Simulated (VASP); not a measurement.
A run of VASP 6.6.1 is set up as follows.

Contents of INCAR:

```
PREC = Accurate ; ENCUT = 520
EDIFF = 1E-6 ; ISMEAR = 0
SIGMA = 0.15 ; LREAL = F
LASPH = T ; NELM = 60
ALGO = Normal ; ISIF = 2
LWAVE = F ; LCHARG = T
GGA = PE ; LELF = T
LVHAR = T ; NBANDS = 12
```

Contents of KPOINTS:

```
regular mesh
0
Gamma
  18 18 18
```

Contents of POSCAR:

```
Cd
1.0
    0.0000000000      2.3081772079      1.9778770494
    2.3081772079      0.0000000000      1.9778770494
    2.3081772079      2.3081772079      0.0000000000
Cd
1
Direct
    0.0000000000      0.0000000000      0.0000000000
```

Potentials or basis: VASP PAW PBE potentials, release 64 (Cd).

The run is started by

```sh
$ cat potpaw_PBE.64/Cd/POTCAR > POTCAR
$ mpirun -np 1 vasp_std > vasp.out
```

(1) Estimate the band gap on the k mesh.

(2) What does it give for the pressure?

Results:

(1) zero (band 6 reaches 5.15 eV, above the bottom of band 7 at 1.93 eV).

(2) 5.0 GPa.
